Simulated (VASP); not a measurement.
# PbS (rocksalt type) (Fm-3m) in VASP: notebook, part 2 of 2

VASP 6.6.1. The steps go on from the part before.

## 4. Single point, LDA

This run uses another cell than the first one, of 13.73 Å³/atom, 0.585 times its volume.

File INCAR:

```
ALGO = Normal
EDIFF = 1E-6
ENCUT = 500
GGA_COMPAT = F
ISIF = 2
ISMEAR = -1
LASPH = T
LCHARG = T
LELF = T
LREAL = F
LVHAR = T
LWAVE = F
NBANDS = 17
NELM = 120
PREC = Accurate
SIGMA = 0.005
```

File KPOINTS:

```
k-points
0
Gamma
  12 12 12
```

File POSCAR:

```
PbS
1.0
    0.0000000000      2.3946037554      2.3946037554
    2.3946037554      0.0000000000      2.3946037554
    2.3946037554      2.3946037554      0.0000000000
Pb S
1 1
Direct
    0.0000000000      0.0000000000      0.0000000000
    0.5000000000      0.5000000000      0.5000000000
```

Potentials or basis: VASP PAW LDA potentials, release 64 (Pb_d, S).

Command:

```console
cat potpaw_LDA.64/Pb_d/POTCAR potpaw_LDA.64/S/POTCAR > POTCAR
mpirun -np 1 vasp_std > vasp.out
```

OUTCAR:

```text
EDIFF = 1E-6
   ENCUT = 500
   ISIF = 2
   ISMEAR = -1
   LASPH = T
   LREAL = F
   NELM = 120
   PREC = Accurate

 ion  position               nearest neighbor table
   1  0.000  0.000  0.000-   2 2.39   2 2.39   2 2.39   2 2.39   2 2.39   2 2.39
   2  0.500  0.500  0.500-   1 2.39   1 2.39   1 2.39   1 2.39   1 2.39   1 2.39

  LATTYP: Found a face centered cubic cell.
 ALAT       =     4.7892075108

  Lattice vectors:

 A1 = (   0.0000000000,   2.3946037554,   2.3946037554)
 A2 = (   2.3946037554,   0.0000000000,   2.3946037554)
 A3 = (   2.3946037554,   2.3946037554,   0.0000000000)

Analysis of symmetry for initial positions (statically):
=====================================================================
 Subroutine PRICEL returns:
 Original cell was already a primitive cell.

 Routine SETGRP: Setting up the symmetry group for a
 face centered cubic supercell.

 Subroutine GETGRP returns: Found 48 space group operations
 (whereof 48 operations were pure point group operations)
 out of a pool of 48 trial point group operations.

The static configuration has the point symmetry O_h .

Analysis of symmetry for dynamics (positions and initial velocities):
=====================================================================
 Subroutine PRICEL returns:
 Original cell was already a primitive cell.

 Routine SETGRP: Setting up the symmetry group for a
 face centered cubic supercell.

 Subroutine GETGRP returns: Found 48 space group operations
 (whereof 48 operations were pure point group operations)
 out of a pool of 48 trial point group operations.

The dynamic configuration has the point symmetry O_h .

 Subroutine INISYM returns: Found 48 space group operations
 (whereof 48 operations are pure point group operations),
 and found     1 'primitive' translations

[... 111 lines left out ...]
   IALGO  =     38    algorithm
   IMIX   =      4    mixing-type and parameters
     AMIX     =   0.40;   BMIX     =  1.00
     AMIX_MAG =   1.60;   BMIX_MAG =  1.00
  volume/ion in A,a.u.               =      13.73        92.66
  Fermi-wavevector in a.u.,A,eV,Ry     =   1.472904  2.783385 29.517116  2.169447
  Thomas-Fermi vector in A             =   2.587862
   LORBIT       =      0    0 simple, 1 ext, 2 COOP (PROOUT), +10 PAW based schemes
   GGA     = CA    functional components
   LHFCALC =     F    Hartree Fock is set to
   AEXX    =    0.0000 exact exchange contribution
   IVDW    =     0    specifies the selected vdW correction
   LEPSILON=     F    determine dielectric tensor
   LRPA    =     F    only Hartree local field effects (RPA)
 non-spin polarized calculation
  energy-cutoff  :      500.00
  volume of cell :       27.46
 maximum number of plane-waves:       725
 NGX is ok and might be reduce to    28
   NGX = 13   NGY = 13   NGZ = 13

 number of electron      20.0000003 magnetization

 Free energy of the ion-electron system (eV)
  ---------------------------------------------------
  ext. energy  EPLUGINS =         0.00000000
  ---------------------------------------------------
  free energy    TOTEN  =        -4.39630312 eV

  energy without entropy =       -4.39614365  energy(sigma->0) =       -4.39622338

 E-fermi :  16.2832     XC(G=0): -13.2998

 val. band max:       16.2776556524   @ k =   0.5000   0.1667   0.0833
 cond. band min:      16.4224147581   @ k =  -0.1667   0.0833   0.0000
 fundamental gap:      0.1447591058
 Fermi energy:        16.2832079690

 k-point     1 :       0.0000    0.0000    0.0000
  band No.  band energies     occupation
      1      -4.6620      2.00000
      2      -2.5693      2.00000
      3      -2.5693      2.00000
      4      -2.5410      2.00000
      5      -2.5410      2.00000
      6      -2.5410      2.00000
[... 457 lines left out ...]
      4      -2.3213      2.00000
      5      -2.1270      2.00000
      6       0.0032      2.00000
[... 9 lines left out ...]
     16      27.7108      0.00000
     17      30.0113      0.00000

 [... further k-points ...]

------------------------ aborting loop because EDIFF is reached ----------------------------------------

  FORCE on cell =-STRESS in cart. coord.  units (eV):
  Direction    XX          YY          ZZ          XY          YZ          ZX
  --------------------------------------------------------------------------------------
  -------------------------------------------------------------------------------------
  Total       22.3322889     22.3322889     22.3322889     -0.0000000      0.0000000     -0.0000000
  in kB     1302.9052875   1302.9052875   1302.9052875     -0.0000000      0.0000000     -0.0000000
  external PRESSURE =    1302.9052875 kB  Pullay stress =       0.0000000 kB

 VOLUME and BASIS-vectors are now :
 -----------------------------------------------------------------------------
  energy-cutoff  :      500.00
  volume of cell :       27.46
      direct lattice vectors                 reciprocal lattice vectors
     0.000000000  2.394603755  2.394603755    -0.208802813  0.208802813  0.208802813
     2.394603755  0.000000000  2.394603755     0.208802813 -0.208802813  0.208802813
     2.394603755  2.394603755  0.000000000     0.208802813  0.208802813 -0.208802813

 POSITION                                       TOTAL-FORCE (eV/Angst)
 -----------------------------------------------------------------------------------
      0.00000      0.00000      0.00000        -0.000000     -0.000000      0.000000
      2.39460      2.39460      2.39460         0.000000      0.000000     -0.000000
 -----------------------------------------------------------------------------------
    total drift:                               -0.000000      0.000000      0.000000

  FREE ENERGIE OF THE ION-ELECTRON SYSTEM (eV)
  ---------------------------------------------------
  free  energy   TOTEN  =        -4.3963031191 eV

  energy  without entropy=       -4.3961436456  energy(sigma->0) =       -4.39622338
```

stdout:

```text
POSCAR found type information on POSCAR PbS
 POSCAR found :  2 types and       2 ions
 scaLAPACK will be used
 LDA part: xc-table for (Slater(with rela. corr.)+CA(PZ))
 , standard interpolation
 POSCAR, INCAR and KPOINTS ok, starting setup
 FFT: planning ... GRIDC
 FFT: planning ... GRID_SOFT
 FFT: planning ... GRID
 WAVECAR not read
 entering main loop
```

Wall time 51 s (1 thread of Intel Xeon 8259CL, shared host); peak memory 0.16 GiB.

Results:

```
Free energy            : -4.3963 eV
Pressure               : 130.3 GPa
Band gap on the k mesh : zero (band 10 reaches 17.27 eV, above the bottom of band 11 at 15.97 eV)
```

Levels at points of the mesh, in eV from the Fermi level:
```
           k point  band 7  band 8  band 9  band 10  band 11  band 12  band 13  band 14
(0.00, 0.00, 0.00)   -5.30   -5.30   -5.30    -2.80     5.55     5.55     5.55     6.01
(0.50, 0.00, 0.00)  -13.76   -3.44   -3.44    -1.49     0.20     0.20     3.34     9.02
(0.50, 0.50, 0.00)  -11.61   -8.00   -8.00    -7.84     1.35     8.60     9.46     9.46
```

Caveat: spin-orbit coupling is left out, which moves the levels of the heavy elements.

## 5. Single point, LDA (volume scaled by 0.72)

File INCAR:

```
SYSTEM = PbS
PREC     = Accurate       ! precision mode
ENCUT    = 500            ! plane-wave cutoff, eV
EDIFF    = 1E-6           ! SCF threshold, eV
ISMEAR   = -1             ! smearing method
SIGMA    = 0.08           ! smearing width, eV
LREAL    = .FALSE.        ! projectors in reciprocal space
LASPH    = .TRUE.         ! aspherical terms in the spheres
NELM     = 120            ! most SCF steps
ALGO     = Normal         ! electronic algorithm
ISIF     = 2              ! what is computed and relaxed
LWAVE    = .FALSE.        ! write WAVECAR
LCHARG   = .FALSE.        ! write CHGCAR
GGA      = CA             ! functional
NBANDS   = 17             ! bands
GGA_COMPAT= .FALSE.
```

File KPOINTS:

```
regular mesh
0
G
  12 12 12
  0 0 0
```

File POSCAR:

```
PbS
1.0
    0.0000000000      2.6195313172      2.6195313172
    2.6195313172      0.0000000000      2.6195313172
    2.6195313172      2.6195313172      0.0000000000
Pb S
1 1
Direct
    0.0000000000      0.0000000000      0.0000000000
    0.5000000000      0.5000000000      0.5000000000
```

Potentials or basis: VASP PAW LDA potentials, release 64 (Pb_d, S).

Command:

```console
cat potpaw_LDA.64/Pb_d/POTCAR potpaw_LDA.64/S/POTCAR > POTCAR
mpirun -np 1 vasp_std > vasp.out
```

OUTCAR:

```text
SYSTEM = PbS
   PREC = Accurate
   ENCUT = 500
   EDIFF = 1E-6
   ISMEAR = -1
   LREAL = .FALSE.
   LASPH = .TRUE.
   NELM = 120
   ISIF = 2
   GGA = CA

 ion  position               nearest neighbor table
   1  0.000  0.000  0.000-   2 2.62   2 2.62   2 2.62   2 2.62   2 2.62   2 2.62
   2  0.500  0.500  0.500-   1 2.62   1 2.62   1 2.62   1 2.62   1 2.62   1 2.62

  LATTYP: Found a face centered cubic cell.
 ALAT       =     5.2390626344

  Lattice vectors:

 A1 = (   0.0000000000,   2.6195313172,   2.6195313172)
 A2 = (   2.6195313172,   0.0000000000,   2.6195313172)
 A3 = (   2.6195313172,   2.6195313172,   0.0000000000)

Analysis of symmetry for initial positions (statically):
=====================================================================
 Subroutine PRICEL returns:
 Original cell was already a primitive cell.

 Routine SETGRP: Setting up the symmetry group for a
 face centered cubic supercell.

 Subroutine GETGRP returns: Found 48 space group operations
 (whereof 48 operations were pure point group operations)
 out of a pool of 48 trial point group operations.

The static configuration has the point symmetry O_h .

Analysis of symmetry for dynamics (positions and initial velocities):
=====================================================================
 Subroutine PRICEL returns:
 Original cell was already a primitive cell.

 Routine SETGRP: Setting up the symmetry group for a
 face centered cubic supercell.

 Subroutine GETGRP returns: Found 48 space group operations
 (whereof 48 operations were pure point group operations)
 out of a pool of 48 trial point group operations.

The dynamic configuration has the point symmetry O_h .

 Subroutine INISYM returns: Found 48 space group operations
 (whereof 48 operations are pure point group operations),
 and found     1 'primitive' translations
[... 102 lines left out ...]
   ISYM   =      2    0-nonsym 1-usesym 2-fastsym
   POTIM  = 0.5000    time-step for ionic-motion
   TEBEG  =    0.0;   TEEND  =   0.0 temperature during run
   PSTRESS=    0.0 pullay stress
   NELECT =      20.0000    total number of electrons
   NUPDOWN=      -1.0000    fix difference up-down
   EMIN   =  10.00;   EMAX   =-10.00  energy-range for DOS
   EFERMI =   0.00;   METHOD = LEGACY
   ISMEAR =    -1;   SIGMA  =   0.08  broadening in eV -4-tet -1-fermi 0-gaus
   EFERMI_NEDOS =   21; number of points for ismear=-14 and -15
   IALGO  =     38    algorithm
   IMIX   =      4    mixing-type and parameters
     AMIX     =   0.40;   BMIX     =  1.00
     AMIX_MAG =   1.60;   BMIX_MAG =  1.00
  volume/ion in A,a.u.               =      17.98       121.30
  Fermi-wavevector in a.u.,A,eV,Ry     =   1.346432  2.544388 24.665734  1.812880
  Thomas-Fermi vector in A             =   2.474265
   LORBIT       =      0    0 simple, 1 ext, 2 COOP (PROOUT), +10 PAW based schemes
   GGA     = CA    functional components
   LHFCALC =     F    Hartree Fock is set to
   AEXX    =    0.0000 exact exchange contribution
   IVDW    =     0    specifies the selected vdW correction
   LEPSILON=     F    determine dielectric tensor
   LRPA    =     F    only Hartree local field effects (RPA)
 non-spin polarized calculation
  energy-cutoff  :      500.00
  volume of cell :       35.95
 maximum number of plane-waves:       941
   NGX = 13   NGY = 13   NGZ = 13

 number of electron      20.0000002 magnetization

 Free energy of the ion-electron system (eV)
  ---------------------------------------------------
  ext. energy  EPLUGINS =         0.00000000
  ---------------------------------------------------
  free energy    TOTEN  =        -8.59042022 eV

  energy without entropy =       -8.58463451  energy(sigma->0) =       -8.58752736

 E-fermi :  11.2181     XC(G=0): -11.8435

 val. band max:       11.1452667329   @ k =  -0.2500   0.1667   0.0000
 cond. band min:      11.2838781516   @ k =  -0.4167   0.0833   0.0000
 fundamental gap:      0.1386114187
 Fermi energy:        11.2180878520

 k-point     1 :       0.0000    0.0000    0.0000
  band No.  band energies     occupation
      1      -6.4709      2.00000
      2      -6.4709      2.00000
      3      -6.4601      2.00000
      4      -6.4601      2.00000
      5      -6.4601      2.00000
      6      -6.2423      2.00000
[... 457 lines left out ...]
      4      -6.3415      2.00000
      5      -6.2842      2.00000
      6      -3.3086      2.00000
[... 9 lines left out ...]
     16      21.3979      0.00000
     17      23.4717      0.00000

 [... further k-points ...]
[... 5 lines left out ...]
  --------------------------------------------------------------------------------------
  -------------------------------------------------------------------------------------
  Total        9.4787521      9.4787521      9.4787521     -0.0000000      0.0000000      0.0000000
  in kB      422.4360431    422.4360431    422.4360431     -0.0000000      0.0000000      0.0000000
  external PRESSURE =     422.4360431 kB  Pullay stress =       0.0000000 kB

 VOLUME and BASIS-vectors are now :
 -----------------------------------------------------------------------------
  energy-cutoff  :      500.00
  volume of cell :       35.95
      direct lattice vectors                 reciprocal lattice vectors
     0.000000000  2.619531317  2.619531317    -0.190873839  0.190873839  0.190873839
     2.619531317  0.000000000  2.619531317     0.190873839 -0.190873839  0.190873839
     2.619531317  2.619531317  0.000000000     0.190873839  0.190873839 -0.190873839

 POSITION                                       TOTAL-FORCE (eV/Angst)
 -----------------------------------------------------------------------------------
      0.00000      0.00000      0.00000         0.000000      0.000000      0.000000
      2.61953      2.61953      2.61953         0.000000      0.000000      0.000000
 -----------------------------------------------------------------------------------
    total drift:                                0.000000      0.000000      0.000000

  FREE ENERGIE OF THE ION-ELECTRON SYSTEM (eV)
  ---------------------------------------------------
  free  energy   TOTEN  =        -8.5904202211 eV

  energy  without entropy=       -8.5846345069  energy(sigma->0) =       -8.58752736
```

stdout:

```text
POSCAR found type information on POSCAR PbS
 POSCAR found :  2 types and       2 ions
 scaLAPACK will be used
 LDA part: xc-table for (Slater(with rela. corr.)+CA(PZ))
 , standard interpolation
 POSCAR, INCAR and KPOINTS ok, starting setup
 FFT: planning ... GRIDC
 FFT: planning ... GRID_SOFT
 FFT: planning ... GRID
 WAVECAR not read
 entering main loop
```

It took 45 s on 1 thread of Intel Xeon 8259CL, shared host; peak memory 0.17 GiB.

Results:

```
Free energy            : -8.5904 eV
Pressure               : 42.2 GPa
Band gap on the k mesh : 0.14 eV, indirect (least direct gap 0.38 eV)
```

Levels at points of the mesh, in eV from the valence-band top:
| k point | band 7 | band 8 | band 9 | band 10 | band 11 | band 12 | band 13 | band 14 |
| --- | --- | --- | --- | --- | --- | --- | --- | --- |
| (0.00, 0.00, 0.00) | -4.71 | -3.94 | -3.94 | -3.94 | 5.92 | 5.92 | 5.92 | 6.63 |
| (0.50, 0.00, 0.00) | -11.50 | -2.98 | -2.98 | -0.64 | 1.02 | 1.02 | 1.33 | 9.32 |
| (0.50, 0.50, 0.00) | -8.67 | -7.70 | -5.95 | -5.95 | 2.27 | 7.15 | 7.53 | 7.53 |

Caveat: the cell differs from its parent crystal (volume scaled by 0.72); spin-orbit coupling is left out, which moves the levels of the heavy elements.

## 6. Single point, LDA

This run uses another cell than the first one, of 24.97 Å³/atom, 1.064 times its volume.

File INCAR:

```
SYSTEM = PbS
ALGO = Normal
EDIFF = 1E-6
ENCUT = 500
GGA_COMPAT = .False.
ISIF = 2
ISMEAR = -1
LASPH = .True.
LCHARG = .True.
LELF = .True.
LREAL = .False.
LVHAR = .True.
LWAVE = .False.
NBANDS = 17
NELM = 120
PREC = Accurate
SIGMA = 0.08
```

File KPOINTS:

```
k-points
0
Gamma
  12 12 12
  0 0 0
```

File POSCAR:

```
PbS
1.0
    0.0000000000      2.9226676291      2.9226676291
    2.9226676291      0.0000000000      2.9226676291
    2.9226676291      2.9226676291      0.0000000000
Pb S
1 1
Direct
    0.0000000000      0.0000000000      0.0000000000
    0.5000000000      0.5000000000      0.5000000000
```

Potentials or basis: VASP PAW LDA potentials, release 64 (Pb_d, S).

Command:

```console
cat potpaw_LDA.64/Pb_d/POTCAR potpaw_LDA.64/S/POTCAR > POTCAR
mpirun -np 1 vasp_std > vasp.out
```

Wall time 61 s (1 thread of Intel Xeon 8259CL, shared host); peak memory 0.19 GiB.

It converged, with:

```yaml
Free_energy: -9.9985 eV
Pressure: 0.1 GPa
Band_gap_on_the_k_mesh: 0.04 eV, direct
```

Levels at points of the mesh, in eV from the valence-band top:
| k point | band 6 | band 7 | band 8 | band 9 | band 10 | band 11 | band 12 | band 13 | band 14 | band 15 |
| --- | --- | --- | --- | --- | --- | --- | --- | --- | --- | --- |
| (0.00, 0.00, 0.00) | -14.04 | -6.06 | -2.44 | -2.44 | -2.44 | 5.14 | 5.14 | 5.14 | 6.48 | 6.48 |
| (0.50, 0.00, 0.00) | -12.63 | -9.26 | -2.00 | -2.00 | 0.00 | 0.04 | 1.68 | 1.68 | 8.47 | 9.95 |
| (0.50, 0.50, 0.00) | -12.11 | -7.41 | -5.70 | -3.81 | -3.81 | 3.48 | 5.55 | 5.67 | 5.67 | 11.17 |

Caveat: spin-orbit coupling is left out, which moves the levels of the heavy elements. A k mesh can miss the band edges.

## 7. Overview

| cell | cutoff (eV) | smearing | gap on the mesh (eV) | pressure (GPa) |
| --- | --- | --- | --- | --- |
| a = 4.049 Å, angles 60.0°, 2 atoms | 520 | fermi-dirac 0.08 eV | 0.24 | 4.7 |
| a = 4.133 Å, angles 60.0°, 2 atoms | 520 | fermi-dirac 0.08 eV | 0.04 | 0.1 |
| a = 3.386 Å, angles 60.0°, 2 atoms | 500 | fermi-dirac 0.005 eV | none | 130.3 |
| a = 3.705 Å, angles 60.0°, 2 atoms | 500 | fermi-dirac 0.08 eV | 0.14 | 42.2 |
| a = 4.133 Å, angles 60.0°, 2 atoms | 500 | fermi-dirac 0.08 eV | 0.04 | 0.1 |

Alike in all rows: task single point; level LDA; potentials or basis VASP PAW LDA potentials, release 64 (Pb_d, S); no spin polarisation; k mesh 12 × 12 × 12.

Caveats: spin-orbit coupling is left out, which moves the levels of the heavy elements.

Absolute energies hang on the potentials; compare differences alone.
